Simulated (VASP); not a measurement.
# CoO (R-3m) in VASP: settings compared

The runs below take CoO through single point, relaxation of cell and atoms, with PBE, BLYP.

Program: VASP 6.6.1. These are calculated values, not measurements. Logs are shortened: lines on timing, memory, paths and dates and some standing lists are left out, and cuts for length are marked.

### Step 1. The cell of the first run

It takes space group R-3m (No. 166, trigonal). The conventional cell has a = 3.011 Å, b = 3.011 Å, c = 7.320 Å, α = 90.00°, β = 90.00°, γ = 120.00°. Co (site symmetry -3m) has 6 O at 2.12 Å within 2.8 Å. Within 2.8 Å of O (site symmetry -3m) lie 6 Co at 2.12 Å.

### Step 2. Single point, PBE, collinear spin, ferromagnetic start

INCAR reads:

```
SYSTEM = CoO
ALGO = Normal
EDIFF = 1E-7
ENCUT = 520
GGA = PE
ISIF = 2
ISMEAR = 0
ISPIN = 2
LASPH = .TRUE.
LCHARG = .FALSE.
LMAXMIX = 4
LORBIT = 11
LREAL = .FALSE.
LWAVE = .FALSE.
MAGMOM = 2 0
NBANDS = 18
NELM = 150
PREC = Accurate
SIGMA = 0.027000000000000003
```

KPOINTS reads:

```
k-points
0
G
  11 11 11
  0 0 0
```

POSCAR reads:

```
CoO
1.0
    1.5054695445      0.8691832468      2.4399269062
   -1.5054695445      0.8691832468      2.4399269062
    0.0000000000     -1.7383664936      2.4399269062
Co O
1 1
Direct
    0.0000000000      0.0000000000      0.0000000000
    0.5000000000      0.5000000000      0.5000000000
```

Potentials or basis: VASP PAW PBE potentials, release 64 (Co, O).

Command:

```bash
$ cat potpaw_PBE.64/Co/POTCAR potpaw_PBE.64/O/POTCAR > POTCAR
$ mpirun -np 1 vasp_std > vasp.out
```

OUTCAR:

```text
SYSTEM = CoO
   EDIFF = 1E-7
   ENCUT = 520
   GGA = PE
   ISIF = 2
   ISMEAR = 0
   ISPIN = 2
   LASPH = .TRUE.
   LORBIT = 11
   LREAL = .FALSE.
   NELM = 150
   PREC = Accurate

 ion  position               nearest neighbor table
   1  0.000  0.000  0.000-   2 2.12   2 2.12   2 2.12   2 2.12   2 2.12   2 2.12
   2  0.500  0.500  0.500-   1 2.12   1 2.12   1 2.12   1 2.12   1 2.12   1 2.12

  LATTYP: Found a trigonal (rhomboedric) cell.
 ALAT       =     2.9958573687
 COS(alpha) =     0.4949531368

  Lattice vectors:

 A1 = (   1.5054695445,   0.8691832468,   2.4399269062)
 A2 = (  -1.5054695445,   0.8691832468,   2.4399269062)
 A3 = (   0.0000000000,  -1.7383664936,   2.4399269062)

Analysis of symmetry for initial positions (statically):
=====================================================================
 Subroutine PRICEL returns:
 Original cell was already a primitive cell.

 Routine SETGRP: Setting up the symmetry group for a
 trigonal (rhombohedral) supercell.

 Subroutine GETGRP returns: Found 12 space group operations
 (whereof 12 operations were pure point group operations)
 out of a pool of 12 trial point group operations.

The static configuration has the point symmetry D_3d.

Analysis of symmetry for dynamics (positions and initial velocities):
=====================================================================
 Subroutine PRICEL returns:
 Original cell was already a primitive cell.

 Routine SETGRP: Setting up the symmetry group for a
 trigonal (rhombohedral) supercell.

 Subroutine GETGRP returns: Found 12 space group operations
 (whereof 12 operations were pure point group operations)
 out of a pool of 12 trial point group operations.

The dynamic configuration has the point symmetry D_3d.

Analysis of structural, dynamic, and magnetic symmetry:
=====================================================================
 Subroutine PRICEL returns:
 Original cell was already a primitive cell.

 Routine SETGRP: Setting up the symmetry group for a
 trigonal (rhombohedral) supercell.

 Subroutine GETGRP returns: Found 12 space group operations
 (whereof 12 operations were pure point group operations)
 out of a pool of 12 trial point group operations.

The overall configuration has the point symmetry D_3d.

 Subroutine INISYM returns: Found 12 space group operations
 (whereof 12 operations are pure point group operations),
 and found     1 'primitive' translations

----------------------------------------------------------------------------------------

                                     Primitive cell
[... 114 lines left out ...]
  Thomas-Fermi vector in A             =   2.619316
   LORBIT       =     11    0 simple, 1 ext, 2 COOP (PROOUT), +10 PAW based schemes
   GGA     = PE    functional components
   LHFCALC =     F    Hartree Fock is set to
   AEXX    =    0.0000 exact exchange contribution
   IVDW    =     0    specifies the selected vdW correction
   LEPSILON=     F    determine dielectric tensor
   LRPA    =     F    only Hartree local field effects (RPA)
 spin polarized calculation
 Gauss-broadening in eV      SIGMA  =   0.03
  energy-cutoff  :      520.00
  volume of cell :       19.16
 maximum number of plane-waves:       532
   NGX = 11   NGY = 11   NGZ = 11

 number of electron      15.0000005 magnetization       2.8859540

 Free energy of the ion-electron system (eV)
  ---------------------------------------------------
  ext. energy  EPLUGINS =         0.00000000
  ---------------------------------------------------
  free energy    TOTEN  =       -13.04809481 eV

  energy without entropy =      -13.04658309  energy(sigma->0) =      -13.04733895

 E-fermi :   8.0423     XC(G=0): -12.4588

 val. band max:        8.0401559609   @ k =  -0.3636   0.4545   0.0909
 cond. band min:       8.0425299613   @ k =  -0.2727  -0.4545   0.0909
 fundamental gap:      0.0023740004
 Fermi energy:         8.0423314332

 spin component 1

 k-point     1 :       0.0000    0.0000    0.0000
  band No.  band energies     occupation
      1     -12.2434      1.00000
      2       4.7706      1.00000
      3       4.7706      1.00000
      4       4.8566      1.00000
      5       4.8566      1.00000
      6       4.9058      1.00000
[... 493 lines left out ...]
     17      35.8586      0.00000
     18      37.6559      0.00000

 [... further k-points ...]

 spin component 2

 k-point     1 :       0.0000    0.0000    0.0000
  band No.  band energies     occupation
      1     -11.7481      1.00000
      2       5.4085      1.00000
      3       5.4085      1.00000
      4       5.4619      1.00000
      5       6.9095      1.00000
      6       6.9095      1.00000
[... 493 lines left out ...]
     17      36.4567      0.00000
     18      38.2594      0.00000

 [... further k-points ...]

------------------------ aborting loop because EDIFF is reached ----------------------------------------

  FORCE on cell =-STRESS in cart. coord.  units (eV):
  Direction    XX          YY          ZZ          XY          YZ          ZX
  --------------------------------------------------------------------------------------
  -------------------------------------------------------------------------------------
  Total       -0.0647208     -0.0647208     -0.1516226      0.0000000      0.0000000      0.0000000
  in kB       -5.4130667     -5.4130667    -12.6812782      0.0000000      0.0000000      0.0000000
  external PRESSURE =      -7.8358039 kB  Pullay stress =       0.0000000 kB

 VOLUME and BASIS-vectors are now :
 -----------------------------------------------------------------------------
  energy-cutoff  :      520.00
  volume of cell :       19.16
      direct lattice vectors                 reciprocal lattice vectors
     1.505469544  0.869183247  2.439926906     0.332122295  0.191750896  0.136616114
    -1.505469544  0.869183247  2.439926906    -0.332122295  0.191750896  0.136616114
     0.000000000 -1.738366494  2.439926906     0.000000000 -0.383501793  0.136616114

 POSITION                                       TOTAL-FORCE (eV/Angst)
 -----------------------------------------------------------------------------------
      0.00000      0.00000      0.00000        -0.000000     -0.000000      0.000000
      0.00000      0.00000      3.65989         0.000000      0.000000      0.000000
 -----------------------------------------------------------------------------------
    total drift:                               -0.000000      0.000000     -0.000000

  FREE ENERGIE OF THE ION-ELECTRON SYSTEM (eV)
  ---------------------------------------------------
  free  energy   TOTEN  =       -13.0480948079 eV

  energy  without entropy=      -13.0465830884  energy(sigma->0) =      -13.04733895

 total charge

# of ion       s       p       d       tot
------------------------------------------
    1        0.296   0.362   7.151   7.808
    2        1.556   3.427   0.000   4.983
--------------------------------------------------
tot          1.852   3.788   7.151  12.791

 magnetization (x)

# of ion       s       p       d       tot
------------------------------------------
    1        0.021   0.018   2.504   2.543
    2        0.029   0.265   0.000   0.294
--------------------------------------------------
tot          0.050   0.283   2.504   2.837
```

Wall time 2.1 min (1 thread of Intel Xeon 8259CL, shared host); peak memory 0.21 GiB.

Results:

```yaml
Free_energy: -13.0481 eV
Pressure: -0.8 GPa
Net_moment: 2.89 μB per cell
Site_moments: Co +2.54; O +0.29 μB
Valence_electrons_inside_the_program's_atomic_spheres: Co 7.81; O 4.98
```

Levels at points of the mesh, in eV from the Fermi level:
Spin up:
```csv
k point,band 6,band 7,band 8,band 9,band 10,band 11,band 12,band 13
"(0.00, 0.00, 0.00)",-3.14,-3.10,-3.10,-3.04,1.03,16.88,18.12,18.12
```
Spin down:
| k point | band 4 | band 5 | band 6 | band 7 | band 8 | band 9 |
| --- | --- | --- | --- | --- | --- | --- |
| (0.00, 0.00, 0.00) | -2.58 | -1.13 | -1.13 | -1.12 | 0.04 | 0.04 |

Caveat: a cell with one magnetic atom can't hold antiferromagnetic order, which such compounds often take; semilocal functionals often make such compounds metallic where correlation or magnetic order opens a gap, which also shifts bond lengths.

(Continued in part 2 of 3.)
